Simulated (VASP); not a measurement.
# ZnO (Fm-3m) in VASP: a series of runs

Runs on ZnO. Level: PBE. Tasks: single point.

All numbers are computed with VASP 6.6.1; they aren't measurements. Logs are shortened: lines on timing, memory, paths and dates and some standing lists are left out, and cuts for length are marked.

## 1. The cell of the first run

Symmetry: Fm-3m, No. 225, cubic system. Conventional cell: a = 4.250 Å, b = 4.250 Å, c = 4.250 Å, α = 90.00°, β = 90.00°, γ = 90.00°. Within 2.8 Å of Zn (site symmetry m-3m) lie 6 O at 2.13 Å. O (site symmetry m-3m) has 6 Zn at 2.13 Å within 2.8 Å.

## 2. Single point, PBE

Input file INCAR:

```
SYSTEM = ZnO
PREC = Accurate
ENCUT = 520
EDIFF = 1E-6
ISMEAR = -1
SIGMA = 0.05
LREAL = .False.
LASPH = .True.
NELM = 100
ALGO = Normal
ISIF = 2
LWAVE = .False.
LCHARG = .False.
GGA = PE
NBANDS = 16
```

Input file KPOINTS:

```
regular mesh
0
Gamma
  11 11 11
  0 0 0
```

Input file POSCAR:

```
ZnO
1.0
    0.0000000000      2.1251552469      2.1251552469
    2.1251552469      0.0000000000      2.1251552469
    2.1251552469      2.1251552469      0.0000000000
Zn O
1 1
Direct
    0.0000000000      0.0000000000      0.0000000000
    0.5000000000      0.5000000000      0.5000000000
```

Potentials or basis: VASP PAW PBE potentials, release 64 (Zn, O).

The run is started by

```bash
cat potpaw_PBE.64/Zn/POTCAR potpaw_PBE.64/O/POTCAR > POTCAR
mpirun -np 1 vasp_std > vasp.out
```

OUTCAR:

```text
SYSTEM = ZnO
   PREC = Accurate
   ENCUT = 520
   EDIFF = 1E-6
   ISMEAR = -1
   LREAL = .False.
   LASPH = .True.
   NELM = 100
   ISIF = 2
   GGA = PE

 ion  position               nearest neighbor table
   1  0.000  0.000  0.000-   2 2.13   2 2.13   2 2.13   2 2.13   2 2.13   2 2.13
   2  0.500  0.500  0.500-   1 2.13   1 2.13   1 2.13   1 2.13   1 2.13   1 2.13

  LATTYP: Found a face centered cubic cell.
 ALAT       =     4.2503104938

  Lattice vectors:

 A1 = (   0.0000000000,   2.1251552469,   2.1251552469)
 A2 = (   2.1251552469,   0.0000000000,   2.1251552469)
 A3 = (   2.1251552469,   2.1251552469,   0.0000000000)

Analysis of symmetry for initial positions (statically):
=====================================================================
 Subroutine PRICEL returns:
 Original cell was already a primitive cell.

 Routine SETGRP: Setting up the symmetry group for a
 face centered cubic supercell.

 Subroutine GETGRP returns: Found 48 space group operations
 (whereof 48 operations were pure point group operations)
 out of a pool of 48 trial point group operations.

The static configuration has the point symmetry O_h .

Analysis of symmetry for dynamics (positions and initial velocities):
=====================================================================
 Subroutine PRICEL returns:
 Original cell was already a primitive cell.

 Routine SETGRP: Setting up the symmetry group for a
 face centered cubic supercell.

 Subroutine GETGRP returns: Found 48 space group operations
 (whereof 48 operations were pure point group operations)
 out of a pool of 48 trial point group operations.

The dynamic configuration has the point symmetry O_h .

 Subroutine INISYM returns: Found 48 space group operations
 (whereof 48 operations are pure point group operations),
 and found     1 'primitive' translations

----------------------------------------------------------------------------------------

                                     Primitive cell

  volume of cell :      19.1956

  direct lattice vectors                    reciprocal lattice vectors
     0.000000000  2.125155247  2.125155247    -0.235276929  0.235276929  0.235276929
     2.125155247  0.000000000  2.125155247     0.235276929 -0.235276929  0.235276929
     2.125155247  2.125155247  0.000000000     0.235276929  0.235276929 -0.235276929

  length of vectors
     3.005423372  3.005423372  3.005423372     0.407511595  0.407511595  0.407511595

  position of ions in fractional coordinates (direct lattice)
     0.000000000  0.000000000  0.000000000
     0.500000000  0.500000000  0.500000000

  ion indices of the primitive-cell ions
   primitive index   ion index
                 1           1
                 2           2

----------------------------------------------------------------------------------------

 KPOINTS: regular mesh

Automatic generation of k-mesh.
 Grid dimensions read from file:
 generate k-points for:   11   11   11

 Generating k-lattice:

  Cartesian coordinates                     Fractional coordinates (reciprocal lattice)
    -0.021388812  0.021388812  0.021388812     0.090909091  0.000000000  0.000000000
     0.021388812 -0.021388812  0.021388812     0.000000000  0.090909091  0.000000000
     0.021388812  0.021388812 -0.021388812     0.000000000  0.000000000  0.090909091

  Length of vectors
     0.037046509  0.037046509  0.037046509

  Shift w.r.t. Gamma in fractional coordinates (k-lattice)
     0.000000000  0.000000000  0.000000000

 Subroutine IBZKPT returns following result:
 ===========================================

 Found     56 irreducible k-points:

 Following reciprocal coordinates:
            Coordinates               Weight
  0.000000  0.000000  0.000000      1.000000
  0.090909  0.000000  0.000000      8.000000
  0.181818  0.000000  0.000000      8.000000
  0.272727  0.000000  0.000000      8.000000
  0.363636  0.000000  0.000000      8.000000
  0.454545  0.000000  0.000000      8.000000
[... 16 lines left out ...]
 -0.272727  0.181818  0.000000     24.000000
 -0.181818  0.181818  0.000000     12.000000
 [... further k-points ...]
   k-points           NKPTS =     56   k-points in BZ     NKDIM =     56   number of bands    NBANDS=     16
   number of dos      NEDOS =    301   number of ions     NIONS =      2
   total plane-waves  NPLWV =  13824
   dimension x,y,z NGX =    24 NGY =   24 NGZ =   24
   dimension x,y,z NGXF=    48 NGYF=   48 NGZF=   48
   ions per type =               1   1
   NGX,Y,Z   is equivalent  to a cutoff of  13.28, 13.28, 13.28 a.u.
   NGXF,Y,Z  is equivalent  to a cutoff of  26.55, 26.55, 26.55 a.u.
 SYSTEM =  ZnO
   PREC   = accura    normal or accurate (medium, high low for compatibility)
   ISTART =      0    job   : 0-new  1-cont  2-samecut
   ICHARG =      2    charge: 1-file 2-atom 10-const
   ISPIN  =      1    spin polarized calculation?
   LNONCOLLINEAR =      F non collinear calculations
   LSORBIT =      F    spin-orbit coupling
   LASPH  =      T    aspherical Exc in radial PAW
   ENCUT  =  520.0 eV  38.22 Ry    6.18 a.u.   5.59  5.59  5.59*2*pi/ulx,y,z
   NELM   =    100;   NELMIN=  2; NELMDL= -5     # of ELM steps
   EDIFF  = 0.1E-05   stopping-criterion for ELM
   LREAL  =      F    real-space projection
   EDIFFG = 0.1E-04   stopping-criterion for IOM
   NSW    =      0    number of steps for IOM
   IBRION =     -1    ionic relax: 0-MD 1-quasi-New 2-CG
   NFREE  =      0    steps in history (QN), initial steepest desc. (CG)
   ISIF   =      2    stress and relaxation
   ISYM   =      2    0-nonsym 1-usesym 2-fastsym
   POTIM  = 0.5000    time-step for ionic-motion
   TEBEG  =    0.0;   TEEND  =   0.0 temperature during run
   PSTRESS=    0.0 pullay stress
   NELECT =      18.0000    total number of electrons
   NUPDOWN=      -1.0000    fix difference up-down
   EMIN   =  10.00;   EMAX   =-10.00  energy-range for DOS
   EFERMI =   0.00;   METHOD = LEGACY
   ISMEAR =    -1;   SIGMA  =   0.05  broadening in eV -4-tet -1-fermi 0-gaus
   EFERMI_NEDOS =   21; number of points for ismear=-14 and -15
   IALGO  =     38    algorithm
   IMIX   =      4    mixing-type and parameters
     AMIX     =   0.40;   BMIX     =  1.00
     AMIX_MAG =   1.60;   BMIX_MAG =  1.00
  volume/ion in A,a.u.               =       9.60        64.77
  Fermi-wavevector in a.u.,A,eV,Ry     =   1.602378  3.028056 34.934532  2.567616
  Thomas-Fermi vector in A             =   2.699208
   LORBIT       =      0    0 simple, 1 ext, 2 COOP (PROOUT), +10 PAW based schemes
   GGA     = PE    functional components
   LHFCALC =     F    Hartree Fock is set to
   AEXX    =    0.0000 exact exchange contribution
   IVDW    =     0    specifies the selected vdW correction
   LEPSILON=     F    determine dielectric tensor
   LRPA    =     F    only Hartree local field effects (RPA)
 non-spin polarized calculation
  energy-cutoff  :      520.00
  volume of cell :       19.20
 maximum number of plane-waves:       532
   NGX = 11   NGY = 11   NGZ = 11

 number of electron      17.9999996 magnetization

 Free energy of the ion-electron system (eV)
  ---------------------------------------------------
  ext. energy  EPLUGINS =         0.00000000
  ---------------------------------------------------
  free energy    TOTEN  =        -8.58905288 eV

  energy without entropy =       -8.58905229  energy(sigma->0) =       -8.58905259

 E-fermi :   3.5308     XC(G=0): -12.4133

 val. band max:        2.9309716503   @ k =   0.4545   0.0000   0.0000
 cond. band min:       3.9284100510   @ k =   0.0000   0.0000   0.0000
 fundamental gap:      0.9974384007
 Fermi energy:         3.5308353165

 k-point     1 :       0.0000    0.0000    0.0000
  band No.  band energies     occupation
      1     -15.8381      2.00000
      2      -1.9411      2.00000
      3      -1.9411      2.00000
      4      -1.9411      2.00000
      5      -1.7160      2.00000
      6      -1.7160      2.00000
[... 8 lines left out ...]
     15      22.6476      0.00000
     16      22.6476      0.00000

 k-point     2 :       0.0909    0.0000    0.0000
  band No.  band energies     occupation
      1     -15.7430      2.00000
      2      -2.0119      2.00000
      3      -1.9506      2.00000
      4      -1.9506      2.00000
      5      -1.8036      2.00000
      6      -1.8036      2.00000
[... 8 lines left out ...]
     15      22.6770      0.00000
     16      22.6770      0.00000

 k-point     3 :       0.1818    0.0000    0.0000
  band No.  band energies     occupation
      1     -15.4758      2.00000
      2      -2.3493      2.00000
      3      -2.1892      2.00000
      4      -2.1892      2.00000
      5      -1.7821      2.00000
      6      -1.7821      2.00000
[... 8 lines left out ...]
     15      23.3007      0.00000
     16      23.3007      0.00000

 k-point     4 :       0.2727    0.0000    0.0000
  band No.  band energies     occupation
      1     -15.0941      2.00000
      2      -3.1254      2.00000
      3      -2.5169      2.00000
      4      -2.5169      2.00000
      5      -1.6742      2.00000
      6      -1.6742      2.00000
[... 8 lines left out ...]
     15      24.4855      0.00000
     16      24.4855      0.00000
[... 324 lines left out ...]
 k-point    22 :      -0.3636    0.1818    0.0000
  band No.  band energies     occupation
      1     -14.4051      2.00000
      2      -4.0283      2.00000
      3      -2.8371      2.00000
      4      -2.7722      2.00000
      5      -1.5565      2.00000
      6      -1.4804      2.00000
[... 8 lines left out ...]
     15      25.7977      0.00000
     16      26.2375      0.00000

 k-point    23 :      -0.2727    0.1818    0.0000
  band No.  band energies     occupation
      1     -14.6574      2.00000
      2      -3.6953      2.00000
      3      -2.7873      2.00000
      4      -2.5662      2.00000
      5      -1.6594      2.00000
      6      -1.4728      2.00000
[... 8 lines left out ...]
     15      25.4244      0.00000
     16      26.1586      0.00000

 k-point    24 :      -0.1818    0.1818    0.0000
  band No.  band energies     occupation
      1     -14.9895      2.00000
      2      -3.2028      2.00000
      3      -2.6325      2.00000
      4      -2.3740      2.00000
      5      -1.7548      2.00000
      6      -1.5307      2.00000
[... 8 lines left out ...]
     15      24.6372      0.00000
     16      26.0698      0.00000

 [... further k-points ...]
[... 5 lines left out ...]
  --------------------------------------------------------------------------------------
  -------------------------------------------------------------------------------------
  Total        1.4018896      1.4018896      1.4018896      0.0000000     -0.0000000      0.0000000
  in kB      117.0098509    117.0098509    117.0098509      0.0000000     -0.0000000      0.0000000
  external PRESSURE =     117.0098509 kB  Pullay stress =       0.0000000 kB

 VOLUME and BASIS-vectors are now :
 -----------------------------------------------------------------------------
  energy-cutoff  :      520.00
  volume of cell :       19.20
      direct lattice vectors                 reciprocal lattice vectors
     0.000000000  2.125155247  2.125155247    -0.235276929  0.235276929  0.235276929
     2.125155247  0.000000000  2.125155247     0.235276929 -0.235276929  0.235276929
     2.125155247  2.125155247  0.000000000     0.235276929  0.235276929 -0.235276929

 POSITION                                       TOTAL-FORCE (eV/Angst)
 -----------------------------------------------------------------------------------
      0.00000      0.00000      0.00000         0.000000      0.000000      0.000000
      2.12516      2.12516      2.12516        -0.000000     -0.000000     -0.000000
 -----------------------------------------------------------------------------------
    total drift:                                0.000000     -0.000000     -0.000000

  FREE ENERGIE OF THE ION-ELECTRON SYSTEM (eV)
  ---------------------------------------------------
  free  energy   TOTEN  =        -8.5890528835 eV

  energy  without entropy=       -8.5890522889  energy(sigma->0) =       -8.58905259
```

Run time: 16 s. Hardware: 1 thread of Intel Xeon 8259CL, shared host; peak memory 0.14 GiB.

Results:

- Free energy: -8.5891 eV
- Pressure: 11.7 GPa
- Band gap on the k mesh: 1.00 eV, indirect (least direct gap 2.42 eV)

A k mesh can miss the band edges.

[end of part 1 of 2]
